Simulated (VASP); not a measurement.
# Pd (Fm-3m) in VASP: single point with r2SCAN

Aim: the single point of Pd with r2SCAN.

Program: VASP 6.6.1. These are calculated values, not measurements. Logs are shortened: lines on timing, memory, paths and dates and some standing lists are left out, and cuts for length are marked.

### 1 The cell of the first run

It takes space group Fm-3m (No. 225, cubic). Conventional cell: a = 3.910 Å, b = 3.910 Å, c = 3.910 Å, α = 90.00°, β = 90.00°, γ = 90.00°. Within 3.6 Å of Pd (site symmetry m-3m) lie 12 Pd at 2.77 Å.

### 2 Single point, r2SCAN

Contents of POSCAR:

```
Pd
1.0
    0.0000000000      1.9551716376      1.9551716376
    1.9551716376      0.0000000000      1.9551716376
    1.9551716376      1.9551716376      0.0000000000
Pd
1
Direct
    0.0000000000      0.0000000000      0.0000000000
```

Contents of INCAR.step1:

```
SYSTEM = Pd
ALGO = Normal
EDIFF = 1E-5
ENCUT = 550
GGA = PE
GGA_COMPAT = .FALSE.
ISMEAR = 0
LASPH = .TRUE.
LCHARG = .FALSE.
LREAL = .FALSE.
LWAVE = .TRUE.
NBANDS = 11
NELM = 120
PREC = Accurate
SIGMA = 0.1
```

Contents of INCAR.step2:

```
SYSTEM = Pd
ALGO = Normal
EDIFF = 1E-6
ENCUT = 550
GGA_COMPAT = .FALSE.
ISIF = 2
ISMEAR = 0
ISTART = 1
LASPH = .TRUE.
LCHARG = .FALSE.
LMIXTAU = .TRUE.
LREAL = .FALSE.
LWAVE = .FALSE.
METAGGA = R2SCAN
NBANDS = 11
NELM = 120
PREC = Accurate
SIGMA = 0.1
```

Contents of KPOINTS:

```
k-points
0
G
  18 18 18
  0 0 0
```

Potentials or basis: VASP PAW PBE potentials, release 64 (Pd).

Launch:

```
$ cat potpaw_PBE.64/Pd/POTCAR > POTCAR
$ cp INCAR.step1 INCAR
$ mpirun -np 1 vasp_std > vasp.out
$ cp INCAR.step2 INCAR
$ mpirun -np 1 vasp_std > vasp.out
```

OUTCAR:

```text
SYSTEM = Pd
   EDIFF = 1E-6
   ENCUT = 550
   ISIF = 2
   ISMEAR = 0
   ISTART = 1
   LASPH = .TRUE.
   LREAL = .FALSE.
   METAGGA = R2SCAN
   NELM = 120
   PREC = Accurate

 ion  position               nearest neighbor table
   1  0.000  0.000  0.000-

  LATTYP: Found a face centered cubic cell.
 ALAT       =     3.9103432752

  Lattice vectors:

 A1 = (   0.0000000000,   1.9551716376,   1.9551716376)
 A2 = (   1.9551716376,   0.0000000000,   1.9551716376)
 A3 = (   1.9551716376,   1.9551716376,   0.0000000000)

Analysis of symmetry for initial positions (statically):
=====================================================================
 Subroutine PRICEL returns:
 Original cell was already a primitive cell.

 Routine SETGRP: Setting up the symmetry group for a
 face centered cubic supercell.

 Subroutine GETGRP returns: Found 48 space group operations
 (whereof 48 operations were pure point group operations)
 out of a pool of 48 trial point group operations.

The static configuration has the point symmetry O_h .

Analysis of symmetry for dynamics (positions and initial velocities):
=====================================================================
 Subroutine PRICEL returns:
 Original cell was already a primitive cell.

 Routine SETGRP: Setting up the symmetry group for a
 face centered cubic supercell.

 Subroutine GETGRP returns: Found 48 space group operations
 (whereof 48 operations were pure point group operations)
 out of a pool of 48 trial point group operations.

The dynamic configuration has the point symmetry O_h .

 Subroutine INISYM returns: Found 48 space group operations
 (whereof 48 operations are pure point group operations),
 and found     1 'primitive' translations

----------------------------------------------------------------------------------------

                                     Primitive cell

  volume of cell :      14.9481

  direct lattice vectors                    reciprocal lattice vectors
     0.000000000  1.955171638  1.955171638    -0.255732024  0.255732024  0.255732024
     1.955171638  0.000000000  1.955171638     0.255732024 -0.255732024  0.255732024
     1.955171638  1.955171638  0.000000000     0.255732024  0.255732024 -0.255732024

  length of vectors
     2.765030247  2.765030247  2.765030247     0.442940859  0.442940859  0.442940859

  position of ions in fractional coordinates (direct lattice)
     0.000000000  0.000000000  0.000000000

  ion indices of the primitive-cell ions
   primitive index   ion index
                 1           1

----------------------------------------------------------------------------------------

 KPOINTS: k-points

Automatic generation of k-mesh.
 Grid dimensions read from file:
 generate k-points for:   18   18   18

 Generating k-lattice:

  Cartesian coordinates                     Fractional coordinates (reciprocal lattice)
    -0.014207335  0.014207335  0.014207335     0.055555556  0.000000000  0.000000000
     0.014207335 -0.014207335  0.014207335     0.000000000  0.055555556  0.000000000
     0.014207335  0.014207335 -0.014207335     0.000000000  0.000000000  0.055555556

  Length of vectors
     0.024607825  0.024607825  0.024607825

  Shift w.r.t. Gamma in fractional coordinates (k-lattice)
     0.000000000  0.000000000  0.000000000

 Subroutine IBZKPT returns following result:
 ===========================================

 Found    195 irreducible k-points:

 Following reciprocal coordinates:
            Coordinates               Weight
  0.000000  0.000000  0.000000      1.000000
  0.055556  0.000000  0.000000      8.000000
  0.111111  0.000000  0.000000      8.000000
  0.166667  0.000000  0.000000      8.000000
  0.222222  0.000000  0.000000      8.000000
  0.277778  0.000000  0.000000      8.000000
[... 16 lines left out ...]
 -0.277778  0.055556  0.000000     24.000000
 -0.222222  0.055556  0.000000     24.000000
 [... further k-points ...]
   k-points           NKPTS =    195   k-points in BZ     NKDIM =    195   number of bands    NBANDS=     11
   number of dos      NEDOS =    301   number of ions     NIONS =      1
   total plane-waves  NPLWV =  13824
   dimension x,y,z NGX =    24 NGY =   24 NGZ =   24
   dimension x,y,z NGXF=    48 NGYF=   48 NGZF=   48
   ions per type =               1
   NGX,Y,Z   is equivalent  to a cutoff of  14.43, 14.43, 14.43 a.u.
   NGXF,Y,Z  is equivalent  to a cutoff of  28.86, 28.86, 28.86 a.u.
 SYSTEM =  Pd
   PREC   = accura    normal or accurate (medium, high low for compatibility)
   ISTART =      1    job   : 0-new  1-cont  2-samecut
   ICHARG =      0    charge: 1-file 2-atom 10-const
   ISPIN  =      1    spin polarized calculation?
   LNONCOLLINEAR =      F non collinear calculations
   LSORBIT =      F    spin-orbit coupling
   LASPH  =      T    aspherical Exc in radial PAW
   ENCUT  =  550.0 eV  40.42 Ry    6.36 a.u.   5.29  5.29  5.29*2*pi/ulx,y,z
   NELM   =    120;   NELMIN=  2; NELMDL=  0     # of ELM steps
   EDIFF  = 0.1E-05   stopping-criterion for ELM
   LREAL  =      F    real-space projection
   EDIFFG = 0.1E-04   stopping-criterion for IOM
   NSW    =      0    number of steps for IOM
   IBRION =     -1    ionic relax: 0-MD 1-quasi-New 2-CG
   NFREE  =      0    steps in history (QN), initial steepest desc. (CG)
   ISIF   =      2    stress and relaxation
   ISYM   =      2    0-nonsym 1-usesym 2-fastsym
   POTIM  = 0.5000    time-step for ionic-motion
   TEBEG  =    0.0;   TEEND  =   0.0 temperature during run
   PSTRESS=    0.0 pullay stress
   NELECT =      10.0000    total number of electrons
   NUPDOWN=      -1.0000    fix difference up-down
   EMIN   =  10.00;   EMAX   =-10.00  energy-range for DOS
   EFERMI =   0.00;   METHOD = LEGACY
   ISMEAR =     0;   SIGMA  =   0.10  broadening in eV -4-tet -1-fermi 0-gaus
   EFERMI_NEDOS =   21; number of points for ismear=-14 and -15
   IALGO  =     38    algorithm
   IMIX   =      4    mixing-type and parameters
     AMIX     =   0.40;   BMIX     =  1.00
     AMIX_MAG =   1.60;   BMIX_MAG =  1.00
  volume/ion in A,a.u.               =      14.95       100.87
  Fermi-wavevector in a.u.,A,eV,Ry     =   1.431792  2.705695 27.892330  2.050028
  Thomas-Fermi vector in A             =   2.551490
   LORBIT       =      0    0 simple, 1 ext, 2 COOP (PROOUT), +10 PAW based schemes
   METAGGA = R2SCAN    functional components
   LHFCALC =     F    Hartree Fock is set to
   AEXX    =    0.0000 exact exchange contribution
   IVDW    =     0    specifies the selected vdW correction
   LEPSILON=     F    determine dielectric tensor
   LRPA    =     F    only Hartree local field effects (RPA)
 non-spin polarized calculation
 Gauss-broadening in eV      SIGMA  =   0.10
  energy-cutoff  :      550.00
  volume of cell :       14.95
 maximum number of plane-waves:       452
 NGX is ok and might be reduce to    24
   NGX = 11   NGY = 11   NGZ = 11

 number of electron       9.9999998 magnetization

 Free energy of the ion-electron system (eV)
  ---------------------------------------------------
  ext. energy  EPLUGINS =         0.00000000
  ---------------------------------------------------
  free energy    TOTEN  =       -22.95474103 eV

  energy without entropy =      -22.94376225  energy(sigma->0) =      -22.94925164

 E-fermi :   9.3846     XC(G=0): -14.0337

 val. band max:        9.3690732717   @ k =   0.5000   0.1111   0.0000
 cond. band min:       9.3924036270   @ k =  -0.4444   0.3889   0.1111
 fundamental gap:      0.0233303553
 Fermi energy:         9.3845746678

 k-point     1 :       0.0000    0.0000    0.0000
  band No.  band energies     occupation
      1       2.3022      2.00000
      2       6.5303      2.00000
      3       6.5303      2.00000
      4       6.5303      2.00000
      5       8.1050      2.00000
      6       8.1050      2.00000
      7      27.4014      0.00000
      8      31.8870      0.00000
      9      32.3111      0.00000
     10      32.3111      0.00000
     11      32.3111      0.00000

 k-point     2 :       0.0556    0.0000    0.0000
  band No.  band energies     occupation
      1       2.4174      2.00000
      2       6.4900      2.00000
      3       6.5700      2.00000
      4       6.5700      2.00000
      5       8.0862      2.00000
      6       8.0862      2.00000
      7      27.5180      0.00000
      8      31.4959      0.00000
      9      31.9236      0.00000
     10      32.4373      0.00000
     11      32.4373      0.00000

 k-point     3 :       0.1111    0.0000    0.0000
  band No.  band energies     occupation
      1       2.7496      2.00000
      2       6.3907      2.00000
      3       6.6736      2.00000
      4       6.6736      2.00000
      5       8.0477      2.00000
      6       8.0477      2.00000
      7      27.7641      0.00000
      8      29.9326      0.00000
      9      31.9083      0.00000
     10      32.7941      0.00000
     11      32.7941      0.00000

 k-point     4 :       0.1667    0.0000    0.0000
  band No.  band energies     occupation
      1       3.2474      2.00000
      2       6.3039      2.00000
      3       6.7873      2.00000
      4       6.7873      2.00000
      5       8.0464      2.00000
      6       8.0464      2.00000
      7      27.3553      0.00000
      8      28.7664      0.00000
      9      31.9041      0.00000
     10      33.3058      0.00000
     11      33.3058      0.00000
[... 239 lines left out ...]
 k-point    22 :      -0.3333    0.0556    0.0000
  band No.  band energies     occupation
      1       4.2750      2.00000
      2       6.5963      2.00000
      3       6.6766      2.00000
      4       7.7991      2.00000
      5       8.6667      2.00000
      6       9.4549      0.31975
      7      20.6777      0.00000
      8      27.5560      0.00000
      9      31.3119      0.00000
     10      31.9247      0.00000
     11      33.4863      0.00000

 k-point    23 :      -0.2778    0.0556    0.0000
  band No.  band energies     occupation
      1       4.2646      2.00000
      2       6.6815      2.00000
      3       6.7936      2.00000
      4       6.9822      2.00000
      5       8.3039      2.00000
      6       8.9303      2.00000
      7      22.7978      0.00000
      8      28.0548      0.00000
      9      31.8124      0.00000
     10      32.0504      0.00000
     11      34.9508      0.00000

 k-point    24 :      -0.2222    0.0556    0.0000
  band No.  band energies     occupation
      1       4.0208      2.00000
      2       6.3457      2.00000
      3       6.8526      2.00000
      4       6.8810      2.00000
      5       8.0044      2.00000
      6       8.5408      2.00000
      7      24.9299      0.00000
      8      28.4582      0.00000
      9      31.8868      0.00000
     10      32.4427      0.00000
     11      35.0074      0.00000

 [... further k-points ...]

------------------------ aborting loop because EDIFF is reached ----------------------------------------

  FORCE on cell =-STRESS in cart. coord.  units (eV):
  Direction    XX          YY          ZZ          XY          YZ          ZX
  --------------------------------------------------------------------------------------
  -------------------------------------------------------------------------------------
  Total        0.0186097      0.0186097      0.0186097     -0.0000000      0.0000000      0.0000000
  in kB        1.9946445      1.9946445      1.9946445     -0.0000000      0.0000000      0.0000000
  external PRESSURE =       1.9946445 kB  Pullay stress =       0.0000000 kB

 VOLUME and BASIS-vectors are now :
 -----------------------------------------------------------------------------
  energy-cutoff  :      550.00
  volume of cell :       14.95
      direct lattice vectors                 reciprocal lattice vectors
     0.000000000  1.955171638  1.955171638    -0.255732024  0.255732024  0.255732024
     1.955171638  0.000000000  1.955171638     0.255732024 -0.255732024  0.255732024
     1.955171638  1.955171638  0.000000000     0.255732024  0.255732024 -0.255732024

 POSITION                                       TOTAL-FORCE (eV/Angst)
 -----------------------------------------------------------------------------------
      0.00000      0.00000      0.00000         0.000000     -0.000000     -0.000000
 -----------------------------------------------------------------------------------
    total drift:                               -0.000000      0.000000     -0.000000

  FREE ENERGIE OF THE ION-ELECTRON SYSTEM (eV)
  ---------------------------------------------------
  free  energy   TOTEN  =       -22.9547410333 eV

  energy  without entropy=      -22.9437622495  energy(sigma->0) =      -22.94925164
```

Wall time 4.1 min (1 thread of AMD EPYC 7R13, shared host); peak memory 0.14 GiB.

Results:

* Free energy: -22.9547 eV
* Pressure: 0.2 GPa
* Band gap on the k mesh: zero (band 5 reaches 9.69 eV, above the bottom of band 6 at 8.05 eV)

Levels at points of the mesh, in eV from the Fermi level:
| k point | band 2 | band 3 | band 4 | band 5 | band 6 | band 7 | band 8 | band 9 |
| --- | --- | --- | --- | --- | --- | --- | --- | --- |
| (0.00, 0.00, 0.00) | -2.85 | -2.85 | -2.85 | -1.28 | -1.28 | 18.02 | 22.50 | 22.93 |
| (0.50, 0.00, 0.00) | -2.93 | -2.93 | -0.04 | -0.04 | 1.32 | 7.60 | 17.41 | 22.00 |
| (0.50, 0.50, 0.00) | -5.15 | -0.10 | 0.30 | 0.30 | 3.66 | 11.17 | 13.85 | 13.85 |

Caveat: the PAW data sets were made with another functional, which shifts forces and pressure a little.
